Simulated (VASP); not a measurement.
# C6O in VASP: relaxation of the atoms with PBE+D3(BJ)

Aim: the relaxation of the atoms of C6O with PBE+D3(BJ).

Program: VASP 6.6.1. These are calculated values, not measurements. Logs are shortened: lines on timing, memory, paths and dates and some standing lists are left out, and cuts for length are marked.

## (1) The cell of the first run

The cell holds a slab with vacuum, 7 atoms: a = 2.465 Å, b = 2.465 Å, c = 25.738 Å, α = 90.00°, β = 90.00°, γ = 120.00°.

## (2) Relaxation of the atoms, PBE+D3(BJ)

The input, INCAR:

```
  ALGO = Normal
  DIPOL = 0.5 0.5 0.487
  EDIFF = 1E-6
  EDIFFG = -0.03
  ENCUT = 520
  GGA = PE
  IBRION = 2
  IDIPOL = 3
  ISIF = 2
  ISMEAR = 0
  IVDW = 12
  LASPH = T
  LCHARG = F
  LDIPOL = T
  LREAL = F
  LWAVE = F
  NELM = 80
  NSW = 90
  PREC = Accurate
  SIGMA = 0.1
```

The input, KPOINTS:

```
k-points
0
Gamma
  12 12 1
```

The input, POSCAR:

```
C6O
1.0
    2.4649796689      0.0000000000      0.0000000000
   -1.2324898345      2.1347350131      0.0000000000
    0.0000000000      0.0000000000     25.7384333923
C O
6 1
Selective dynamics
Direct
    0.0000000000      0.0000000000      0.3302454390  F F F
    0.3333333333      0.6666666667      0.3302454299  F F F
    0.0000000000      0.0000000000      0.4611476011  T T T
    0.6666666667      0.3333333333      0.4611475919  T T T
    0.0000000000      0.0000000000      0.5920497631  T T T
    0.3333333333      0.6666666667      0.5920497540  T T T
    0.1666666667      0.3333333333      0.6402267434  T T T
```

Potentials or basis: VASP PAW PBE potentials, release 64 (C, O).

Command:

```sh
$ cat potpaw_PBE.64/C/POTCAR potpaw_PBE.64/O/POTCAR > POTCAR
$ mpirun -np 1 vasp_std > vasp.out
```

OUTCAR:

```text
EDIFF = 1E-6
   EDIFFG = -0.03
   ENCUT = 520
   GGA = PE
   IBRION = 2
   ISIF = 2
   ISMEAR = 0
   IVDW = 12
   LASPH = T
   LREAL = F
   NELM = 80
   NSW = 90
   PREC = Accurate
 IVDW          = 12

 ion  position               nearest neighbor table
   1  0.000  0.000  0.330-   2 1.42   2 1.42   2 1.42
   2  0.333  0.667  0.330-   1 1.42   1 1.42   1 1.42
   3  0.000  0.000  0.461-   4 1.42   4 1.42   4 1.42
   4  0.667  0.333  0.461-   3 1.42   3 1.42   3 1.42
   5  0.000  0.000  0.592-   6 1.42   6 1.42   6 1.42   7 1.43
   6  0.333  0.667  0.592-   5 1.42   5 1.42   5 1.42   7 1.43
   7  0.167  0.333  0.640-   5 1.43   6 1.43

  LATTYP: Found a hexagonal cell.
 ALAT       =     2.4649796689
 C/A-ratio  =    10.4416412504

  Lattice vectors:

 A1 = (   2.4649796689,   0.0000000000,   0.0000000000)
 A2 = (  -1.2324898345,   2.1347350131,   0.0000000000)
 A3 = (   0.0000000000,   0.0000000000,  25.7384333923)

Analysis of symmetry for initial positions (statically):
=====================================================================
 Subroutine PRICEL returns:
 Original cell was already a primitive cell.

 Routine SETGRP: Setting up the symmetry group for a
 hexagonal supercell.

 Subroutine GETGRP returns: Found  2 space group operations
 (whereof  2 operations were pure point group operations)
 out of a pool of 24 trial point group operations.

The static configuration has the point symmetry C_1h.

Analysis of symmetry for dynamics (positions and initial velocities):
=====================================================================
 Subroutine PRICEL returns:
 Original cell was already a primitive cell.

 Routine SETGRP: Setting up the symmetry group for a
 hexagonal supercell.

 Subroutine GETGRP returns: Found  2 space group operations
 (whereof  2 operations were pure point group operations)
 out of a pool of 24 trial point group operations.

The dynamic configuration has the point symmetry C_1h.

Analysis of constrained symmetry for selective dynamics:
=====================================================================
 Subroutine PRICEL returns:
 Original cell was already a primitive cell.

 Routine SETGRP: Setting up the symmetry group for a
 hexagonal supercell.

 Subroutine GETGRP returns: Found  2 space group operations
 (whereof  2 operations were pure point group operations)
 out of a pool of 24 trial point group operations.

The constrained configuration has the point symmetry C_1h.

 Subroutine INISYM returns: Found  2 space group operations
 (whereof  2 operations are pure point group operations),
 and found     1 'primitive' translations

----------------------------------------------------------------------------------------

                                     Primitive cell

  volume of cell :     135.4377

  direct lattice vectors                    reciprocal lattice vectors
     2.464979669  0.000000000  0.000000000     0.405682859  0.234221108  0.000000000
    -1.232489834  2.134735013  0.000000000     0.000000000  0.468442216  0.000000000
     0.000000000  0.000000000 25.738433392     0.000000000  0.000000000  0.038852404

  length of vectors
     2.464979669  2.464979669 25.738433392     0.468442216  0.468442216  0.038852404

  position of ions in fractional coordinates (direct lattice)
     0.000000000  0.000000000  0.330245439
     0.333333333  0.666666667  0.330245430
     0.000000000  0.000000000  0.461147601
     0.666666667  0.333333333  0.461147592
     0.000000000  0.000000000  0.592049763
     0.333333333  0.666666667  0.592049754
     0.166666667  0.333333333  0.640226743

  ion indices of the primitive-cell ions
   primitive index   ion index
                 1           1
                 2           2
                 3           3
                 4           4
                 5           5
                 6           6
                 7           7

----------------------------------------------------------------------------------------

 KPOINTS: k-points

Automatic generation of k-mesh.
 Grid dimensions read from file:
 generate k-points for:   12   12    1

 Generating k-lattice:

  Cartesian coordinates                     Fractional coordinates (reciprocal lattice)
     0.033806905  0.019518426  0.000000000     0.083333333 -0.000000000  0.000000000
     0.000000000  0.039036851  0.000000000     0.000000000  0.083333333  0.000000000
     0.000000000  0.000000000  0.038852404     0.000000000  0.000000000  1.000000000

  Length of vectors
     0.039036851  0.039036851  0.038852404

  Shift w.r.t. Gamma in fractional coordinates (k-lattice)
     0.000000000  0.000000000  0.000000000

 Subroutine IBZKPT returns following result:
 ===========================================

 Found     43 irreducible k-points:

 Following reciprocal coordinates:
            Coordinates               Weight
  0.000000  0.000000  0.000000      1.000000
  0.083333  0.000000  0.000000      4.000000
  0.000000  0.083333  0.000000      2.000000
  0.166667 -0.000000  0.000000      4.000000
  0.000000  0.166667  0.000000      2.000000
  0.250000 -0.000000  0.000000      4.000000
[... 16 lines left out ...]
 -0.083333  0.416667  0.000000      4.000000
 -0.416667  0.333333  0.000000      4.000000
 [... further k-points ...]
   k-points           NKPTS =     43   k-points in BZ     NKDIM =     43   number of bands    NBANDS=     19
   number of dos      NEDOS =    301   number of ions     NIONS =      7
   total plane-waves  NPLWV =  62208
   dimension x,y,z NGX =    18 NGY =   18 NGZ =  192
   dimension x,y,z NGXF=    36 NGYF=   36 NGZF=  384
   ions per type =               6   1
   NGX,Y,Z   is equivalent  to a cutoff of  12.14, 12.14, 12.40 a.u.
   NGXF,Y,Z  is equivalent  to a cutoff of  24.28, 24.28, 24.80 a.u.
 SYSTEM =  unknown system
   PREC   = accura    normal or accurate (medium, high low for compatibility)
   ISTART =      0    job   : 0-new  1-cont  2-samecut
   ICHARG =      2    charge: 1-file 2-atom 10-const
   ISPIN  =      1    spin polarized calculation?
   LNONCOLLINEAR =      F non collinear calculations
   LSORBIT =      F    spin-orbit coupling
   LASPH  =      T    aspherical Exc in radial PAW
   ENCUT  =  520.0 eV  38.22 Ry    6.18 a.u.   4.58  4.58 47.86*2*pi/ulx,y,z
   NELM   =     80;   NELMIN=  2; NELMDL= -5     # of ELM steps
   EDIFF  = 0.1E-05   stopping-criterion for ELM
   LREAL  =      F    real-space projection
   EDIFFG = -.3E-01   stopping-criterion for IOM
   NSW    =     90    number of steps for IOM
   IBRION =      2    ionic relax: 0-MD 1-quasi-New 2-CG
   NFREE  =      1    steps in history (QN), initial steepest desc. (CG)
   ISIF   =      2    stress and relaxation
   ISYM   =      2    0-nonsym 1-usesym 2-fastsym
   POTIM  = 0.5000    time-step for ionic-motion
   TEBEG  =    0.0;   TEEND  =   0.0 temperature during run
   PSTRESS=    0.0 pullay stress
   NELECT =      30.0000    total number of electrons
   NUPDOWN=      -1.0000    fix difference up-down
   EMIN   =  10.00;   EMAX   =-10.00  energy-range for DOS
   EFERMI =   0.00;   METHOD = LEGACY
   ISMEAR =     0;   SIGMA  =   0.10  broadening in eV -4-tet -1-fermi 0-gaus
   EFERMI_NEDOS =   21; number of points for ismear=-14 and -15
   IALGO  =     38    algorithm
   IMIX   =      4    mixing-type and parameters
     AMIX     =   0.40;   BMIX     =  1.00
     AMIX_MAG =   1.60;   BMIX_MAG =  1.00
  volume/ion in A,a.u.               =      19.35       130.57
  Fermi-wavevector in a.u.,A,eV,Ry     =   0.990533  1.871835 13.349422  0.981155
  Thomas-Fermi vector in A             =   2.122210
   LORBIT       =      0    0 simple, 1 ext, 2 COOP (PROOUT), +10 PAW based schemes
   GGA     = PE    functional components
   LHFCALC =     F    Hartree Fock is set to
   AEXX    =    0.0000 exact exchange contribution
   IVDW    =    12    specifies the selected vdW correction
   LEPSILON=     F    determine dielectric tensor
   LRPA    =     F    only Hartree local field effects (RPA)
 conjugate gradient relaxation of ions
 non-spin polarized calculation
 Gauss-broadening in eV      SIGMA  =   0.10
  energy-cutoff  :      520.00
  volume of cell :      135.44
 maximum number of plane-waves:      3696
   NGX =  9   NGY =  9   NGZ = 95

--------------------------------------- Ionic step        1  -------------------------------------------

 number of electron      29.9999998 magnetization

 Free energy of the ion-electron system (eV)
  ---------------------------------------------------
  ext. energy  EPLUGINS =         0.00000000
  ---------------------------------------------------
  free energy    TOTEN  =       -58.98755865 eV

  energy without entropy =      -58.98495124  energy(sigma->0) =      -58.98625495

------------------------ aborting loop because EDIFF is reached ----------------------------------------

 Edisp (eV)   -0.86301

 E8    (eV) :    -0.2499

  FORCE on cell =-STRESS in cart. coord.  units (eV):
  Direction    XX          YY          ZZ          XY          YZ          ZX
  --------------------------------------------------------------------------------------
  -------------------------------------------------------------------------------------
  Total       8.97818    10.64463     0.52542    -0.00000     0.03347    -0.00000
  in kB     106.20859   125.92209     6.21554    -0.00000     0.39588    -0.00000
  external pressure =       79.45 kB  Pullay stress =        0.00 kB
[... 161 lines left out ...]
  energy  without entropy=      -59.8543379753  energy(sigma->0) =      -59.85565359

--------------------------------------- Ionic step        5  -------------------------------------------

 number of electron      29.9999998 magnetization

 dipolmoment           0.000000      0.000000      0.089781 electrons x Angstroem

 Free energy of the ion-electron system (eV)
  ---------------------------------------------------
  ext. energy  EPLUGINS =         0.00000000
  ---------------------------------------------------
  free energy    TOTEN  =       -58.99849119 eV

  energy without entropy =      -58.99585404  energy(sigma->0) =      -58.99717262

 E-fermi :  -1.1768     XC(G=0):  -4.8378

 val. band max:       -1.1949184085   @ k =   0.0000   0.3333   0.0000
 cond. band min:      -1.0406507901   @ k =   0.3333   0.3333   0.0000
 fundamental gap:      0.1542676184
 Fermi energy:        -1.1767868411

 k-point     1 :       0.0000    0.0000    0.0000
  band No.  band energies     occupation
      1     -26.6674      2.00000
      2     -21.0426      2.00000
      3     -20.7539      2.00000
      4     -17.4808      2.00000
      5      -9.5799      2.00000
      6      -8.9818      2.00000
[... 11 lines left out ...]
     18       3.8197      0.00000
     19       4.8733      0.00000
[... 489 lines left out ...]
      3     -17.3890      2.00000
      4     -15.9359      2.00000
      5     -13.0477      2.00000
      6     -12.1232      2.00000
[... 11 lines left out ...]
     18       4.1432      0.00000
     19       5.3960      0.00000

 [... further k-points ...]

------------------------ aborting loop because EDIFF is reached ----------------------------------------

 vacuum level on the upper side and lower side of the slab       (xc-potential included)         1.502        -1.522

 Edisp (eV)   -0.86308

 E8    (eV) :    -0.2500

  FORCE on cell =-STRESS in cart. coord.  units (eV):
  Direction    XX          YY          ZZ          XY          YZ          ZX
  --------------------------------------------------------------------------------------
  -------------------------------------------------------------------------------------
  Total       8.58358    10.85156    -0.12462    -0.00000     0.03371    -0.00000
  in kB     101.54060   128.37000    -1.47416    -0.00000     0.39874    -0.00000
  external pressure =       76.15 kB  Pullay stress =        0.00 kB
[... 22 lines left out ...]
  FREE ENERGIE OF THE ION-ELECTRON SYSTEM (eV)
  ---------------------------------------------------
  free  energy   TOTEN  =       -59.8615702833 eV

  energy  without entropy=      -59.8589331368  energy(sigma->0) =      -59.86025171

 reached required accuracy - stopping structural energy minimisation

 vacuum level on the upper side and lower side of the slab         6.102         3.014
```

Wall time 6.6 min (1 thread of Intel Xeon 8259CL, shared host); peak memory 0.3 GiB.

What came out:

```
Free energy                : -59.8616 eV
Energy gained by relaxing  : 1.6 meV/atom
Ionic steps                : 5
Band gap on the k mesh     : zero (bands 15 and 16 overlap by 0.06 eV)
Dispersion energy per atom : -0.123 eV
```

The path:
```
step  energy change (eV)  largest force on free atoms (eV/Å)  pressure (GPa)
   1              0.0000                              0.9498            7.94
   2              0.1803                              5.3360            7.82
   3             -0.0096                              0.3177            7.84
   4             -0.0064                              0.5764            7.22
   5             -0.0110                              0.0126            7.61
```

Final structure:
```yaml
crystal:
  lattice:
    - [2.46498, 0.00000, 0.00000]
    - [-1.23249, 2.13474, 0.00000]
    - [0.00000, 0.00000, 25.73843]
  atoms:
    - { symbol: C, position: [0.00000, 0.00000, 0.33025] }
    - { symbol: C, position: [0.33333, 0.66667, 0.33025] }
    - { symbol: C, position: [0.99996, 0.99993, 0.46114] }
    - { symbol: C, position: [0.66665, 0.33330, 0.46117] }
    - { symbol: C, position: [0.00182, 0.00363, 0.59186] }
    - { symbol: C, position: [0.33155, 0.66311, 0.59185] }
    - { symbol: O, position: [0.16668, 0.33336, 0.64061] }
```

The gap in the log of VASP goes by the Fermi energy; the results here count the filled bands.